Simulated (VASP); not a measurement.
# KBr (P4/mmm) in VASP: relaxation of cell and atoms with PBE

Aim: the relaxation of cell and atoms of KBr with PBE.

Everything below comes from runs of VASP 6.6.1. Logs are shortened: lines on timing, memory, paths and dates and some standing lists are left out, and cuts for length are marked.

### Step 1. The cell of the first run

The typed cell holds 2 atoms: a = 4.038 Å, b = 4.038 Å, c = 4.040 Å, α = 90.00°, β = 90.00°, γ = 90.00°.

### Step 2. Relaxation of cell and atoms, PBE

INCAR reads:

```
PREC = Accurate ; ENCUT = 600
EDIFF = 1E-6 ; ISMEAR = 0
SIGMA = 0.01 ; LREAL = F
LASPH = T ; NELM = 100
ALGO = Normal ; ISIF = 3
LWAVE = F ; LCHARG = F
GGA = PE ; IBRION = 2
NSW = 80 ; EDIFFG = -0.001
```

KPOINTS reads:

```
Automatic mesh
0
Gamma
  6 6 6
```

POSCAR reads:

```
KBr
1.0
    4.0382600546      0.0000000000      0.0000000000
    0.0000000000      4.0382600546      0.0000000000
    0.0000000000      0.0000000000      4.0397343728
K Br
1 1
Direct
    0.5000000000      0.5000000000      0.5000000000
    0.0000000000      0.0000000000      0.0000000000
```

Potentials or basis: VASP PAW PBE potentials, release 64 (K_sv, Br).

The run is started by

```bash
cat potpaw_PBE.64/K_sv/POTCAR potpaw_PBE.64/Br/POTCAR > POTCAR
mpirun -np 1 vasp_std > vasp.out
```

OUTCAR:

```text
PREC = Accurate
   ENCUT = 600
   EDIFF = 1E-6
   ISMEAR = 0
   LREAL = F
   LASPH = T
   NELM = 100
   ISIF = 3
   GGA = PE
   IBRION = 2
   NSW = 80
   EDIFFG = -0.001

 ion  position               nearest neighbor table
   1  0.500  0.500  0.500-
   2  0.000  0.000  0.000-

  LATTYP: Found a simple tetragonal cell.
 ALAT       =     4.0382600546
 C/A-ratio  =     1.0003650875

  Lattice vectors:

 A1 = (   4.0382600546,   0.0000000000,   0.0000000000)
 A2 = (   0.0000000000,   4.0382600546,   0.0000000000)
 A3 = (   0.0000000000,   0.0000000000,   4.0397343728)

Analysis of symmetry for initial positions (statically):
=====================================================================
 Subroutine PRICEL returns:
 Original cell was already a primitive cell.

 Routine SETGRP: Setting up the symmetry group for a
 simple tetragonal supercell.

 Subroutine GETGRP returns: Found 16 space group operations
 (whereof 16 operations were pure point group operations)
 out of a pool of 16 trial point group operations.

The static configuration has the point symmetry D_4h.

Analysis of symmetry for dynamics (positions and initial velocities):
=====================================================================
 Subroutine PRICEL returns:
 Original cell was already a primitive cell.

 Routine SETGRP: Setting up the symmetry group for a
 simple tetragonal supercell.

 Subroutine GETGRP returns: Found 16 space group operations
 (whereof 16 operations were pure point group operations)
 out of a pool of 16 trial point group operations.

The dynamic configuration has the point symmetry D_4h.

 Subroutine INISYM returns: Found 16 space group operations
 (whereof 16 operations are pure point group operations),
 and found     1 'primitive' translations

----------------------------------------------------------------------------------------

                                     Primitive cell

  volume of cell :      65.8781

  direct lattice vectors                    reciprocal lattice vectors
     4.038260055  0.000000000  0.000000000     0.247631402  0.000000000  0.000000000
     0.000000000  4.038260055  0.000000000     0.000000000  0.247631402  0.000000000
     0.000000000  0.000000000  4.039734373     0.000000000  0.000000000  0.247541028

  length of vectors
     4.038260055  4.038260055  4.039734373     0.247631402  0.247631402  0.247541028

  position of ions in fractional coordinates (direct lattice)
     0.500000000  0.500000000  0.500000000
[... 99 lines left out ...]
  volume/ion in A,a.u.               =      32.94       222.28
  Fermi-wavevector in a.u.,A,eV,Ry     =   1.021412  1.930189 14.194725  1.043283
  Thomas-Fermi vector in A             =   2.155035
   LORBIT       =      0    0 simple, 1 ext, 2 COOP (PROOUT), +10 PAW based schemes
   GGA     = PE    functional components
   LHFCALC =     F    Hartree Fock is set to
   AEXX    =    0.0000 exact exchange contribution
   IVDW    =     0    specifies the selected vdW correction
   LEPSILON=     F    determine dielectric tensor
   LRPA    =     F    only Hartree local field effects (RPA)
 conjugate gradient relaxation of ions
 non-spin polarized calculation
 Gauss-broadening in eV      SIGMA  =   0.01
  energy-cutoff  :      600.00
  volume of cell :       65.88
 maximum number of plane-waves:      2272
   NGX = 17   NGY = 17   NGZ = 17

--------------------------------------- Ionic step        1  -------------------------------------------

 number of electron      15.9999998 magnetization

 Free energy of the ion-electron system (eV)
  ---------------------------------------------------
  ext. energy  EPLUGINS =         0.00000000
  ---------------------------------------------------
  free energy    TOTEN  =        -6.07846608 eV

  energy without entropy =       -6.07846608  energy(sigma->0) =       -6.07846608

------------------------ aborting loop because EDIFF is reached ----------------------------------------

  FORCE on cell =-STRESS in cart. coord.  units (eV):
  Direction    XX          YY          ZZ          XY          YZ          ZX
  --------------------------------------------------------------------------------------
  -------------------------------------------------------------------------------------
  Total        0.0207714      0.0207714      0.0154181      0.0000000      0.0000000     -0.0000000
  in kB        0.5051669      0.5051669      0.3749721      0.0000000      0.0000000     -0.0000000
  external PRESSURE =       0.4617686 kB  Pullay stress =       0.0000000 kB
[... 275 lines left out ...]
--------------------------------------- Ionic step        9  -------------------------------------------

 number of electron      15.9999999 magnetization

 Free energy of the ion-electron system (eV)
  ---------------------------------------------------
  ext. energy  EPLUGINS =         0.00000000
  ---------------------------------------------------
  free energy    TOTEN  =        -6.07849437 eV

  energy without entropy =       -6.07849437  energy(sigma->0) =       -6.07849437

 E-fermi :  -0.6762     XC(G=0):  -7.8263

 val. band max:       -0.7598435257   @ k =   0.5000   0.0000   0.5000
 cond. band min:       3.1044758241   @ k =   0.0000   0.0000   0.0000
 fundamental gap:      3.8643193498
 Fermi energy:        -0.6762041628

 k-point     1 :       0.0000    0.0000    0.0000
  band No.  band energies     occupation
      1     -29.4289      2.00000
      2     -13.5361      2.00000
      3     -12.8537      2.00000
      4     -12.8537      2.00000
      5     -12.8537      2.00000
      6      -1.0205      2.00000
      7      -1.0201      2.00000
      8      -1.0201      2.00000
      9       3.1045      0.00000
     10       5.0942      0.00000
     11       5.0945      0.00000
     12       8.8953      0.00000
[... 331 lines left out ...]
 k-point    24 :       0.5000    0.0000    0.3333
  band No.  band energies     occupation
      1     -29.4118      2.00000
      2     -13.4518      2.00000
      3     -12.9550      2.00000
      4     -12.8549      2.00000
      5     -12.8236      2.00000
      6      -2.2943      2.00000
      7      -1.8975      2.00000
      8      -0.8211      2.00000
      9       4.9173      0.00000
     10       5.8427      0.00000
     11       7.5733      0.00000
     12       7.6248      0.00000

 [... further k-points ...]

------------------------ aborting loop because EDIFF is reached ----------------------------------------

  FORCE on cell =-STRESS in cart. coord.  units (eV):
  Direction    XX          YY          ZZ          XY          YZ          ZX
  --------------------------------------------------------------------------------------
  -------------------------------------------------------------------------------------
  Total        0.0005950      0.0005950     -0.0006624      0.0000000      0.0000000     -0.0000000
  in kB        0.0144252      0.0144252     -0.0160591      0.0000000      0.0000000     -0.0000000
  external PRESSURE =       0.0042637 kB  Pullay stress =       0.0000000 kB
[... 17 lines left out ...]
  FREE ENERGIE OF THE ION-ELECTRON SYSTEM (eV)
  ---------------------------------------------------
  free  energy   TOTEN  =        -6.0784943728 eV

  energy  without entropy=       -6.0784943728  energy(sigma->0) =       -6.07849437

 reached required accuracy - stopping structural energy minimisation
```

OSZICAR:

```text
N       E                     dE             d eps       ncg     rms          rms(c)
DAV:   1     0.974180473934E+02    0.97418E+02   -0.78297E+03   960   0.130E+03
DAV:   2     0.849776887367E-02   -0.97410E+02   -0.91533E+02  1220   0.289E+02
DAV:   3    -0.602020614985E+01   -0.60287E+01   -0.59973E+01  1408   0.610E+01
[... 57 lines left out ...]
DAV:   4    -0.607849449095E+01    0.31640E-06   -0.23569E-07   660   0.345E-03
   8 F= -.60784945E+01 E0= -.60784945E+01  d E =-.284119E-04
       N       E                     dE             d eps       ncg     rms          rms(c)
DAV:   1    -0.607849569995E+01   -0.89260E-06   -0.32775E-05  1032   0.578E-02    0.767E-03
DAV:   2    -0.607849463718E+01    0.10628E-05   -0.21227E-06   632   0.142E-02    0.270E-03
DAV:   3    -0.607849437279E+01    0.26439E-06   -0.87856E-07   504   0.778E-03
   9 F= -.60784944E+01 E0= -.60784944E+01  d E =-.282938E-04
```

CONTCAR:

```text
KBr
   1.00000000000000
     4.0429007039708589    0.0000000000000000   -0.0000000000000000
     0.0000000000000000    4.0429007039708589   -0.0000000000000000
     0.0000000000000000    0.0000000000000000    4.0431802625589155
  K               Br
     1     1
Direct
     0.5000000000000000    0.5000000000000000    0.5000000000000000
     0.0000000000000000    0.0000000000000000    0.0000000000000000

  0.00000000E+00  0.00000000E+00  0.00000000E+00
  0.00000000E+00  0.00000000E+00  0.00000000E+00
```

Run time: 46 s. Hardware: 1 thread of Intel Xeon 6975P-C (Granite Rapids), shared host; peak memory 0.2 GiB.

Results:

| Quantity | Value |
| --- | --- |
| Free energy | -6.0785 eV |
| Relaxed volume | 33.04 Å³/atom |
| Relaxed cell | a = 4.043 Å, b = 4.043 Å, c = 4.043 Å, α = 90.00°, β = 90.00°, γ = 90.00° |
| Space group after relaxing (to 0.1 Å) | Pm-3m (No. 221) |
| Energy gained by relaxing | 0.0 meV/atom |
| Ionic steps | 9 |
| Pressure after relaxing | 0.0 GPa |
| Band gap on the k mesh | 3.86 eV (least direct gap 4.12 eV) |

Final structure:
```
CELL_PARAMETERS angstrom
4.04290 0.00000 0.00000
0.00000 4.04290 0.00000
0.00000 0.00000 4.04318
ATOMIC_POSITIONS crystal
K 0.50000 0.50000 0.50000
Br 0.00000 0.00000 0.00000
```

Levels at points of the mesh, in eV from the valence-band top:
| k point | band 4 | band 5 | band 6 | band 7 | band 8 | band 9 | band 10 | band 11 | band 12 |
| --- | --- | --- | --- | --- | --- | --- | --- | --- | --- |
| (0.00, 0.00, 0.00) | -12.09 | -12.09 | -0.26 | -0.26 | -0.26 | 3.86 | 5.85 | 5.85 | 9.66 |
| (0.50, 0.00, 0.00) | -12.07 | -11.89 | -1.94 | -0.23 | -0.23 | 6.48 | 7.18 | 7.66 | 8.91 |
| (0.50, 0.50, 0.00) | -12.23 | -12.06 | -1.38 | -1.38 | 0.00 | 5.22 | 6.50 | 8.05 | 8.05 |
| (0.00, 0.00, 0.50) | -12.07 | -11.89 | -1.94 | -0.23 | -0.23 | 6.48 | 7.18 | 7.66 | 8.91 |
| (0.50, 0.00, 0.50) | -12.23 | -12.06 | -1.38 | -1.38 | 0.00 | 5.22 | 6.50 | 8.05 | 8.05 |
| (0.50, 0.50, 0.50) | -12.20 | -12.20 | -1.42 | -1.42 | -1.42 | 7.40 | 7.40 | 7.40 | 9.39 |

A k mesh can miss the band edges.
